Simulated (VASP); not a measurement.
# VO2 (P4_2/mnm) in VASP: single point with BLYP+D3(BJ)

Aim: the single point of VO2 with BLYP+D3(BJ).

Everything below comes from runs of VASP 6.6.1. Logs are shortened: lines on timing, memory, paths and dates and some standing lists are left out, and cuts for length are marked.

### Step 1. The cell of the first run

The structure is tetragonal, space group P4_2/mnm (No. 136). Conventional cell: a = 4.558 Å, b = 4.558 Å, c = 2.842 Å, α = 90.00°, β = 90.00°, γ = 90.00°. V (site symmetry mmm) has 6 O at 1.92 to 1.93 Å within 2.5 Å. O (site symmetry m2m) has 3 V at 1.92 to 1.93 Å within 2.5 Å.

### Step 2. Single point, BLYP+D3(BJ), collinear spin, ferromagnetic start

INCAR

```
AGGAC = 1.0
AGGAX = 1.0
ALDAC = 0.0
ALDAX = 1.0
ALGO = Normal
EDIFF = 1E-6
ENCUT = 600
GGA = B5
GGA_COMPAT = False
ISIF = 2
ISMEAR = -1
ISPIN = 2
IVDW = 12
LASPH = True
LCHARG = False
LMAXMIX = 4
LORBIT = 11
LREAL = False
LWAVE = False
MAGMOM = 2 2 0 0 0 0
NBANDS = 38
NELM = 200
PREC = Accurate
SIGMA = 0.05
VDW_A1 = 0.4298
VDW_A2 = 4.2359
VDW_S6 = 1.0
VDW_S8 = 2.6996
```

KPOINTS

```
k-points
0
Gamma
  6 6 9
```

POSCAR

```
VO2
1.0
    4.5582256285      0.0000000000      0.0000000000
    0.0000000000      4.5582256285      0.0000000000
    0.0000000000      0.0000000000      2.8418878177
V O
2 4
Direct
    0.5000000000      0.5000000000      0.5000000000
    0.0000000000      0.0000000000      0.0000000000
    0.2007214880      0.7992785120      0.5000000000
    0.7992785120      0.2007214880      0.5000000000
    0.7007214880      0.7007214880      0.0000000000
    0.2992785120      0.2992785120      0.0000000000
```

Potentials or basis: VASP PAW PBE potentials, release 64 (V_sv, O).

On the command line:

```bash
cat potpaw_PBE.64/V_sv/POTCAR potpaw_PBE.64/O/POTCAR > POTCAR
mpirun -np 1 vasp_std > vasp.out
```

OUTCAR:

```text
EDIFF = 1E-6
   ENCUT = 600
   GGA = B5
   ISIF = 2
   ISMEAR = -1
   ISPIN = 2
   IVDW = 12
   LASPH = True
   LORBIT = 11
   LREAL = False
   NELM = 200
   PREC = Accurate
 IVDW          = 12

 ion  position               nearest neighbor table
   1  0.500  0.500  0.500-   5 1.92   6 1.92   5 1.92   6 1.92   3 1.93   4 1.93
   2  0.000  0.000  0.000-   3 1.92   4 1.92   3 1.92   4 1.92   5 1.93   6 1.93
   3  0.201  0.799  0.500-   2 1.92   2 1.92   1 1.93
   4  0.799  0.201  0.500-   2 1.92   2 1.92   1 1.93
   5  0.701  0.701  0.000-   1 1.92   1 1.92   2 1.93
   6  0.299  0.299  0.000-   1 1.92   1 1.92   2 1.93

  LATTYP: Found a simple tetragonal cell.
 ALAT       =     4.5582256285
 C/A-ratio  =     0.6234636127

  Lattice vectors:

 A1 = (   4.5582256285,   0.0000000000,   0.0000000000)
 A2 = (   0.0000000000,   4.5582256285,   0.0000000000)
 A3 = (   0.0000000000,   0.0000000000,   2.8418878177)

Analysis of symmetry for initial positions (statically):
=====================================================================
 Subroutine PRICEL returns:
 Original cell was already a primitive cell.

 Routine SETGRP: Setting up the symmetry group for a
 simple tetragonal supercell.

 Subroutine GETGRP returns: Found 16 space group operations
 (whereof  8 operations were pure point group operations)
 out of a pool of 16 trial point group operations.

The static configuration has the point symmetry D_2h.
 The point group associated with its full space group is D_4h.

Analysis of symmetry for dynamics (positions and initial velocities):
=====================================================================
 Subroutine PRICEL returns:
 Original cell was already a primitive cell.

 Routine SETGRP: Setting up the symmetry group for a
 simple tetragonal supercell.

 Subroutine GETGRP returns: Found 16 space group operations
 (whereof  8 operations were pure point group operations)
 out of a pool of 16 trial point group operations.

The dynamic configuration has the point symmetry D_2h.
 The point group associated with its full space group is D_4h.

Analysis of structural, dynamic, and magnetic symmetry:
=====================================================================
 Subroutine PRICEL returns:
 Original cell was already a primitive cell.

 Routine SETGRP: Setting up the symmetry group for a
 simple tetragonal supercell.

 Subroutine GETGRP returns: Found 16 space group operations
 (whereof  8 operations were pure point group operations)
 out of a pool of 16 trial point group operations.

The overall configuration has the point symmetry D_2h.
 The point group associated with its full space group is D_4h.

 Subroutine INISYM returns: Found 16 space group operations
 (whereof  8 operations are pure point group operations),
 and found     1 'primitive' translations

----------------------------------------------------------------------------------------

                                     Primitive cell

  volume of cell :      59.0471

  direct lattice vectors                    reciprocal lattice vectors
     4.558225628  0.000000000  0.000000000     0.219383611  0.000000000  0.000000000
     0.000000000  4.558225628  0.000000000     0.000000000  0.219383611  0.000000000
     0.000000000  0.000000000  2.841887818     0.000000000  0.000000000  0.351878774

  length of vectors
     4.558225628  4.558225628  2.841887818     0.219383611  0.219383611  0.351878774

  position of ions in fractional coordinates (direct lattice)
     0.500000000  0.500000000  0.500000000
     0.000000000  0.000000000  0.000000000
     0.200721488  0.799278512  0.500000000
     0.799278512  0.200721488  0.500000000
     0.700721488  0.700721488  0.000000000
     0.299278512  0.299278512  0.000000000

  ion indices of the primitive-cell ions
   primitive index   ion index
                 1           1
                 2           2
                 3           3
                 4           4
                 5           5
                 6           6

----------------------------------------------------------------------------------------

 KPOINTS: k-points

Automatic generation of k-mesh.
 Grid dimensions read from file:
 generate k-points for:    6    6    9

 Generating k-lattice:

  Cartesian coordinates                     Fractional coordinates (reciprocal lattice)
     0.036563935  0.000000000  0.000000000     0.166666667  0.000000000  0.000000000
     0.000000000  0.036563935  0.000000000     0.000000000  0.166666667  0.000000000
     0.000000000  0.000000000  0.039097642     0.000000000  0.000000000  0.111111111

  Length of vectors
     0.036563935  0.036563935  0.039097642

  Shift w.r.t. Gamma in fractional coordinates (k-lattice)
     0.000000000  0.000000000  0.000000000

 Subroutine IBZKPT returns following result:
 ===========================================

 Found     50 irreducible k-points:

 Following reciprocal coordinates:
            Coordinates               Weight
  0.000000  0.000000  0.000000      1.000000
  0.166667  0.000000  0.000000      4.000000
  0.333333  0.000000  0.000000      4.000000
  0.500000  0.000000  0.000000      2.000000
  0.166667  0.166667  0.000000      4.000000
  0.333333  0.166667  0.000000      8.000000
[... 16 lines left out ...]
  0.333333  0.000000  0.222222      8.000000
  0.500000  0.000000  0.222222      4.000000
 [... further k-points ...]
   k-points           NKPTS =     50   k-points in BZ     NKDIM =     50   number of bands    NBANDS=     38
   number of dos      NEDOS =    301   number of ions     NIONS =      6
   total plane-waves  NPLWV =  31104
   dimension x,y,z NGX =    36 NGY =   36 NGZ =   24
   dimension x,y,z NGXF=    72 NGYF=   72 NGZF=   48
   ions per type =               2   4
   NGX,Y,Z   is equivalent  to a cutoff of  13.13, 13.13, 14.04 a.u.
   NGXF,Y,Z  is equivalent  to a cutoff of  26.26, 26.26, 28.08 a.u.
 SYSTEM =  unknown system
   PREC   = accura    normal or accurate (medium, high low for compatibility)
   ISTART =      0    job   : 0-new  1-cont  2-samecut
   ICHARG =      2    charge: 1-file 2-atom 10-const
   ISPIN  =      2    spin polarized calculation?
   LNONCOLLINEAR =      F non collinear calculations
   LSORBIT =      F    spin-orbit coupling
   LASPH  =      T    aspherical Exc in radial PAW
   ENCUT  =  600.0 eV  44.10 Ry    6.64 a.u.   9.10  9.10  5.68*2*pi/ulx,y,z
   NELM   =    200;   NELMIN=  2; NELMDL= -5     # of ELM steps
   EDIFF  = 0.1E-05   stopping-criterion for ELM
   LREAL  =      F    real-space projection
   EDIFFG = 0.1E-04   stopping-criterion for IOM
   NSW    =      0    number of steps for IOM
   IBRION =     -1    ionic relax: 0-MD 1-quasi-New 2-CG
   NFREE  =      0    steps in history (QN), initial steepest desc. (CG)
   ISIF   =      2    stress and relaxation
   ISYM   =      2    0-nonsym 1-usesym 2-fastsym
   POTIM  = 0.5000    time-step for ionic-motion
   TEBEG  =    0.0;   TEEND  =   0.0 temperature during run
   PSTRESS=    0.0 pullay stress
   NELECT =      50.0000    total number of electrons
   NUPDOWN=      -1.0000    fix difference up-down
   EMIN   =  10.00;   EMAX   =-10.00  energy-range for DOS
   EFERMI =   0.00;   METHOD = LEGACY
   ISMEAR =    -1;   SIGMA  =   0.05  broadening in eV -4-tet -1-fermi 0-gaus
   EFERMI_NEDOS =   21; number of points for ismear=-14 and -15
   IALGO  =     38    algorithm
   IMIX   =      4    mixing-type and parameters
     AMIX     =   0.40;   BMIX     =  1.00
     AMIX_MAG =   1.60;   BMIX_MAG =  1.00
  volume/ion in A,a.u.               =       9.84        66.41
  Fermi-wavevector in a.u.,A,eV,Ry     =   1.548812  2.926830 32.637899  2.398818
  Thomas-Fermi vector in A             =   2.653709
   LORBIT       =     11    0 simple, 1 ext, 2 COOP (PROOUT), +10 PAW based schemes
   GGA     = B5    functional components
   LHFCALC =     F    Hartree Fock is set to
   AEXX    =    0.0000 exact exchange contribution
   IVDW    =    12    specifies the selected vdW correction
   LEPSILON=     F    determine dielectric tensor
   LRPA    =     F    only Hartree local field effects (RPA)
 spin polarized calculation
  energy-cutoff  :      600.00
  volume of cell :       59.05
 maximum number of plane-waves:      1992
   NGX = 19   NGY = 19   NGZ = 11

 number of electron      49.9999987 magnetization       1.9944547

 Free energy of the ion-electron system (eV)
  ---------------------------------------------------
  ext. energy  EPLUGINS =         0.00000000
  ---------------------------------------------------
  free energy    TOTEN  =       -49.54354051 eV

  energy without entropy =      -49.52000096  energy(sigma->0) =      -49.53177073

 E-fermi :   6.5927     XC(G=0): -11.2951

 val. band max:        6.5920260363   @ k =   0.0000   0.0000   0.2222
 cond. band min:       6.6298188335   @ k =   0.0000   0.0000   0.3333
 fundamental gap:      0.0377927972
 Fermi energy:         6.5927182200

 spin component 1

 k-point     1 :       0.0000    0.0000    0.0000
  band No.  band energies     occupation
      1     -59.2528      1.00000
      2     -59.2434      1.00000
      3     -33.2361      1.00000
      4     -33.2361      1.00000
      5     -33.1647      1.00000
      6     -33.1505      1.00000
[... 29 lines left out ...]
     36      17.4125      0.00000
     37      17.4125      0.00000

 k-point     2 :       0.1667    0.0000    0.0000
  band No.  band energies     occupation
      1     -59.2522      1.00000
      2     -59.2441      1.00000
      3     -33.2307      1.00000
      4     -33.2303      1.00000
      5     -33.1634      1.00000
      6     -33.1566      1.00000
[... 29 lines left out ...]
     36      17.3416      0.00000
     37      17.6034      0.00000
[... 838 lines left out ...]
     36      18.0226      0.00000
     37      19.7033      0.00000

 k-point    24 :       0.5000    0.0000    0.2222
  band No.  band energies     occupation
      1     -59.2344      1.00000
      2     -59.2344      1.00000
      3     -33.2992      1.00000
      4     -33.2992      1.00000
      5     -33.1780      1.00000
      6     -33.1780      1.00000
[... 29 lines left out ...]
     36      17.0453      0.00000
     37      20.4362      0.00000

 [... further k-points ...]

 spin component 2

 k-point     1 :       0.0000    0.0000    0.0000
  band No.  band energies     occupation
      1     -58.1652      1.00000
      2     -58.1551      1.00000
      3     -32.1826      1.00000
      4     -32.1826      1.00000
      5     -32.1183      1.00000
      6     -32.0975      1.00000
[... 29 lines left out ...]
     36      17.5866      0.00000
     37      17.5866      0.00000

 k-point     2 :       0.1667    0.0000    0.0000
  band No.  band energies     occupation
      1     -58.1645      1.00000
      2     -58.1558      1.00000
      3     -32.1766      1.00000
      4     -32.1761      1.00000
      5     -32.1169      1.00000
      6     -32.0988      1.00000
[... 29 lines left out ...]
     36      17.4934      0.00000
     37      17.7831      0.00000
[... 838 lines left out ...]
     36      18.0933      0.00000
     37      19.8999      0.00000

 k-point    24 :       0.5000    0.0000    0.2222
  band No.  band energies     occupation
      1     -58.1457      1.00000
      2     -58.1457      1.00000
      3     -32.2620      1.00000
      4     -32.2620      1.00000
      5     -32.1179      1.00000
      6     -32.1179      1.00000
[... 29 lines left out ...]
     36      17.1042      0.00000
     37      20.6399      0.00000

 [... further k-points ...]

 [bands above 37 left out]

------------------------ aborting loop because EDIFF is reached ----------------------------------------

 Edisp (eV)   -3.11471

 E8    (eV) :    -2.1661

  FORCE on cell =-STRESS in cart. coord.  units (eV):
  Direction    XX          YY          ZZ          XY          YZ          ZX
  --------------------------------------------------------------------------------------
  -------------------------------------------------------------------------------------
  Total       0.26946     0.26946     0.42169     0.00000     0.00000     0.00000
  in kB       7.31161     7.31161    11.44208     0.00000     0.00000     0.00000
  external pressure =        8.69 kB  Pullay stress =        0.00 kB

 VOLUME and BASIS-vectors are now :
 -----------------------------------------------------------------------------
  energy-cutoff  :      600.00
  volume of cell :       59.05
      direct lattice vectors                 reciprocal lattice vectors
     4.558225628  0.000000000  0.000000000     0.219383611  0.000000000  0.000000000
     0.000000000  4.558225628  0.000000000     0.000000000  0.219383611  0.000000000
     0.000000000  0.000000000  2.841887818     0.000000000  0.000000000  0.351878774

 POSITION                                       TOTAL-FORCE (eV/Angst)
 -----------------------------------------------------------------------------------
      2.27911      2.27911      1.42094         0.000000      0.000000      0.000000
      0.00000      0.00000      0.00000         0.000000      0.000000      0.000000
      0.91493      3.64329      1.42094         0.022503     -0.022503      0.000000
      3.64329      0.91493      1.42094        -0.022503      0.022503     -0.000000
      3.19405      3.19405      0.00000         0.022503      0.022503     -0.000000
      1.36418      1.36418      0.00000        -0.022503     -0.022503      0.000000
 -----------------------------------------------------------------------------------
    total drift:                               -0.000000      0.000000     -0.000000

  FREE ENERGIE OF THE ION-ELECTRON SYSTEM (eV)
  ---------------------------------------------------
  free  energy   TOTEN  =       -52.6582513084 eV

  energy  without entropy=      -52.6347117649  energy(sigma->0) =      -52.64648154

 total charge

# of ion       s       p       d       tot
------------------------------------------
    1        2.279   6.334   2.916  11.529
    2        2.279   6.334   2.916  11.529
    3        1.563   3.495   0.000   5.058
    4        1.563   3.495   0.000   5.058
    5        1.563   3.495   0.000   5.058
    6        1.563   3.495   0.000   5.058
--------------------------------------------------
tot         10.811  26.648   5.833  43.292

 magnetization (x)

# of ion       s       p       d       tot
------------------------------------------
    1        0.011   0.010   1.009   1.030
    2        0.011   0.010   1.009   1.030
    3       -0.001  -0.041   0.000  -0.043
    4       -0.001  -0.041   0.000  -0.043
    5       -0.001  -0.041   0.000  -0.043
    6       -0.001  -0.041   0.000  -0.043
--------------------------------------------------
tot          0.017  -0.146   2.018   1.889
```

It took 3.5 min on 1 thread of Intel Xeon Platinum 8375C at 2.90GHz (Ice Lake), shared host; peak memory 0.32 GiB.

Results:

| Property | Result |
| --- | --- |
| Free energy | -52.6583 eV |
| Pressure | 0.9 GPa |
| Largest force | 0.032 eV/Å |
| Band gap on the k mesh | zero (filled and empty bands overlap) |
| Net moment | 1.99 μB per cell |
| Site moments | V +1.03; O -0.04 μB |
| Valence electrons inside the program's atomic spheres | V 11.53; O 5.06 |
| Dispersion energy per atom | -0.519 eV |

Forces in eV/Å, atoms in the order of the input:
```
V    0.000  0.000  0.000
V    0.000  0.000  0.000
O    0.023 -0.023  0.000
O   -0.023  0.023  0.000
O    0.023  0.023  0.000
O   -0.023 -0.023  0.000
```

Caveat: the PAW data sets were made with another functional, which shifts forces and pressure a little; semilocal functionals often make such compounds metallic where correlation or magnetic order opens a gap, which also shifts bond lengths; pairwise dispersion overbinds metals, which lowers pressure and volume.
